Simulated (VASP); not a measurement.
# NaI in VASP: further runs, part 2 of 2

VASP 6.6.1. The steps go on from the part before.

### Step 3. Single point, PBE (strain -0.015 along x and y, -0.015 along z)

Contents of INCAR:

```
ALGO = Normal
EDIFF = 1E-6
ENCUT = 520
GGA = PE
ISIF = 2
ISMEAR = 0
LASPH = T
LCHARG = T
LELF = T
LREAL = F
LVHAR = T
LWAVE = F
NBANDS = 14
NELM = 80
PREC = Accurate
SIGMA = 0.05
```

Contents of KPOINTS:

```
k-points
0
Gamma
  6 6 6
```

Contents of POSCAR:

```
NaI
1.0
    0.0000000000      3.1878540000      3.1878540000
    3.1878540000      0.0000000000      3.1878540000
    3.1878540000      3.1878540000      0.0000000000
Na I
1 1
Direct
    0.0000000000      0.0000000000      0.0000000000
    0.5000000000      0.5000000000      0.5000000000
```

Potentials or basis: VASP PAW PBE potentials, release 64 (Na_pv, I).

On the command line:

```console
$ cat potpaw_PBE.64/Na_pv/POTCAR potpaw_PBE.64/I/POTCAR > POTCAR
$ mpirun -np 1 vasp_std > vasp.out
```

Wall time 27 s (1 thread of Intel Xeon 8259CL, shared host); peak memory 0.21 GiB.

It converged, with:

```yaml
Free_energy: -5.3689 eV
Pressure: 1.3 GPa
Band_gap_on_the_k_mesh: 3.77 eV
```

Levels at points of the mesh, in eV from the valence-band top:
```tsv
k point	band 5	band 6	band 7	band 8	band 9	band 10
(0.00, 0.00, 0.00)	0.00	0.00	0.00	3.77	7.93	7.93
(0.50, 0.00, 0.00)	-2.35	-0.31	-0.31	5.10	7.48	7.48
(0.50, 0.50, 0.00)	-2.05	-0.81	-0.81	4.53	5.47	10.17
```

Caveat: the cell differs from its parent crystal (strain -0.015 along x and y, -0.015 along z); spin-orbit coupling is left out, which moves the levels of the heavy elements.

### Step 4. Single point, PBE (strain -0.030 along x and y, -0.015 along z)

Contents of INCAR:

```
PREC = Accurate ; ENCUT = 520
EDIFF = 1E-6 ; ISMEAR = 0
SIGMA = 0.05 ; LREAL = False
LASPH = True ; NELM = 80
ALGO = Normal ; ISIF = 2
LWAVE = False ; LCHARG = False
GGA = PE ; NBANDS = 14
```

Contents of KPOINTS:

```
Automatic mesh
0
Gamma
  6 6 6
```

Contents of POSCAR:

```
NaI
1.0
    0.0000000000      3.1393080000      3.1878540000
    3.1393080000      0.0000000000      3.1878540000
    3.1393080000      3.1393080000      0.0000000000
Na I
1 1
Direct
    0.0000000000      0.0000000000      0.0000000000
    0.5000000000      0.5000000000      0.5000000000
```

Potentials or basis: VASP PAW PBE potentials, release 64 (Na_pv, I).

On the command line:

```console
$ cat potpaw_PBE.64/Na_pv/POTCAR potpaw_PBE.64/I/POTCAR > POTCAR
$ mpirun -np 1 vasp_std > vasp.out
```

OUTCAR:

```text
PREC = Accurate
   ENCUT = 520
   EDIFF = 1E-6
   ISMEAR = 0
   LREAL = False
   LASPH = True
   NELM = 80
   ISIF = 2
   GGA = PE

 ion  position               nearest neighbor table
   1  0.000  0.000  0.000-   2 3.14   2 3.14   2 3.14   2 3.14
   2  0.500  0.500  0.500-   1 3.14   1 3.14   1 3.14   1 3.14

  LATTYP: Found a body centered tetragonal cell.
 ALAT       =     4.4396519501
 C/A-ratio  =     1.4360828443

  Lattice vectors:

 A1 = (  -3.1393080000,   0.0000000000,   3.1878540000)
 A2 = (   3.1393080000,   0.0000000000,   3.1878540000)
 A3 = (   0.0000000000,   3.1393080000,  -3.1878540000)

Analysis of symmetry for initial positions (statically):
=====================================================================
 Subroutine PRICEL returns:
 Original cell was already a primitive cell.

 Routine SETGRP: Setting up the symmetry group for a
 body centered tetragonal supercell.

 Subroutine GETGRP returns: Found 16 space group operations
 (whereof 16 operations were pure point group operations)
 out of a pool of 16 trial point group operations.

The static configuration has the point symmetry D_4h.

Analysis of symmetry for dynamics (positions and initial velocities):
[... 170 lines left out ...]
      2     -21.0019      2.00000
      3     -21.0019      2.00000
      4      -9.8666      2.00000
      5       1.3568      2.00000
      6       1.3568      2.00000
      7       1.3732      2.00000
      8       5.2199      0.00000
      9       9.2153      0.00000
     10       9.3211      0.00000
     11       9.3211      0.00000
     12      11.1405      0.00000
     13      11.3236      0.00000
     14      11.8405      0.00000
[... 377 lines left out ...]
      1     -21.0074      2.00000
      2     -21.0051      2.00000
      3     -21.0042      2.00000
      4      -9.3981      2.00000
      5      -0.6533      2.00000
      6       0.2482      2.00000
      7       0.6166      2.00000
      8       6.4556      0.00000
      9       7.4705      0.00000
     10      10.2689      0.00000
     11      11.1202      0.00000
     12      12.6279      0.00000
     13      14.1256      0.00000
     14      14.8616      0.00000

 [... further k-points ...]
[... 5 lines left out ...]
  --------------------------------------------------------------------------------------
  -------------------------------------------------------------------------------------
  Total        0.8634147      0.8634147      0.6366070      0.0000000     -0.0000000     -0.0000000
  in kB       22.0157628     22.0157628     16.2325127      0.0000000     -0.0000000     -0.0000000
  external PRESSURE =      20.0880127 kB  Pullay stress =       0.0000000 kB

 VOLUME and BASIS-vectors are now :
 -----------------------------------------------------------------------------
  energy-cutoff  :      520.00
  volume of cell :       62.83
      direct lattice vectors                 reciprocal lattice vectors
     0.000000000  3.139308000  3.187854000    -0.159270769  0.159270769  0.156845326
     3.139308000  0.000000000  3.187854000     0.159270769 -0.159270769  0.156845326
     3.139308000  3.139308000  0.000000000     0.159270769  0.159270769 -0.156845326

 POSITION                                       TOTAL-FORCE (eV/Angst)
 -----------------------------------------------------------------------------------
      0.00000      0.00000      0.00000         0.000000      0.000000      0.000000
      3.13931      3.13931      3.18785        -0.000000     -0.000000      0.000000
 -----------------------------------------------------------------------------------
    total drift:                                0.000000      0.000000      0.000000

  FREE ENERGIE OF THE ION-ELECTRON SYSTEM (eV)
  ---------------------------------------------------
  free  energy   TOTEN  =        -5.3476952088 eV

  energy  without entropy=       -5.3476952088  energy(sigma->0) =       -5.34769521
```

OSZICAR:

```text
N       E                     dE             d eps       ncg     rms          rms(c)
DAV:   1     0.839126736860E+02    0.83913E+02   -0.64246E+03   840   0.902E+02
DAV:   2     0.771481056870E+00   -0.83141E+02   -0.77828E+02   906   0.226E+02
DAV:   3    -0.527025748586E+01   -0.60417E+01   -0.60102E+01  1086   0.598E+01
DAV:   4    -0.540379562858E+01   -0.13354E+00   -0.13350E+00  1090   0.910E+00
DAV:   5    -0.540670225845E+01   -0.29066E-02   -0.29066E-02  1110   0.128E+00    0.171E+00
DAV:   6    -0.535348552303E+01    0.53217E-01   -0.60261E-02  1038   0.148E+00    0.116E+00
DAV:   7    -0.534600242328E+01    0.74831E-02   -0.58893E-02  1050   0.129E+00    0.607E-01
DAV:   8    -0.534771233786E+01   -0.17099E-02   -0.45583E-03  1002   0.547E-01    0.178E-01
DAV:   9    -0.534768165184E+01    0.30686E-04   -0.20902E-04  1020   0.129E-01    0.307E-02
DAV:  10    -0.534769444635E+01   -0.12795E-04   -0.30755E-05  1062   0.584E-02    0.119E-02
DAV:  11    -0.534769520881E+01   -0.76246E-06   -0.42206E-06  1056   0.210E-02
   1 F= -.53476952E+01 E0= -.53476952E+01  d E =-.263713E-11
```

Wall time 33 s (1 thread of Intel Xeon 8259CL, shared host); peak memory 0.21 GiB.

Results:

| Quantity | Value |
| --- | --- |
| Free energy | -5.3477 eV |
| Pressure | 2.0 GPa |
| Band gap on the k mesh | 3.85 eV |

Caveat: the cell differs from its parent crystal (strain -0.030 along x and y, -0.015 along z); spin-orbit coupling is left out, which moves the levels of the heavy elements.

### Step 5. Overview

```csv
cell,gap on the mesh (eV),pressure (GPa)
"a = 4.440 Å, angles 60.0°, 2 atoms",3.90,2.4
"a = 4.508 Å, angles 60.0°, 2 atoms",3.77,1.3
"a = 4.474, b = 4.474, c = 4.440 Å, angles 60.3, 60.3, 59.5°, 2 atoms",3.85,2.0
```

Alike in all rows: task single point; level PBE; potentials or basis VASP PAW PBE potentials, release 64 (Na_pv, I); no spin polarisation; k mesh 6 × 6 × 6; cutoff (eV) 520; smearing gaussian 0.05 eV.

Caveats: spin-orbit coupling is left out, which moves the levels of the heavy elements.

Absolute energies hang on the potentials; compare differences alone.
